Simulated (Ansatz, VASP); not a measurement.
Two plane-wave programs on Al3Cu

```
Al Cu
1.0
     3.63505    0.00000    0.00000
     0.00000    3.63505    0.00000
     0.00000    0.00000    4.10397
Al Cu
3 1
Direct
  0.00000 0.50000 0.50000
  0.50000 0.00000 0.50000
  0.50000 0.50000 0.00000
  0.00000 0.00000 0.00000
```

Alike in both runs: task single point; functional LDA; k mesh 12 × 12 × 12; occupations gaussian, width 0.15 eV; no spin polarisation.

```csv
,VASP,Ansatz
version,VASP 6.6.1,Ansatz 0.2.0
potentials or method,"VASP PAW LDA potentials, release 64 (Al, Cu), cutoff 520 eV","scalar-relativistic, plane waves, PAW"
valence electrons in the cell,20,28
```

|  | VASP | Ansatz | Ansatz less VASP |
| --- | --- | --- | --- |
| gap on the k mesh at the Fermi level (eV) | none | none | - |
| pressure (GPa) | 7.8 | 7.6 | -0.25 |
| traceless stress, the component that is largest in VASP (GPa) | -9.31 | -9.29 | +0.017 |

Ansatz warns that its potentials were made for another functional, while VASP's fit it. LDA's correlation is that of Perdew and Zunger in VASP and of Perdew and Wang (1992) in Ansatz. A gap of «none» marks a metal or a gap that the smearing closes. VASP's potentials hold 20 valence electrons a cell and Ansatz's 28, so a difference there can come from the potentials and not from the codes.
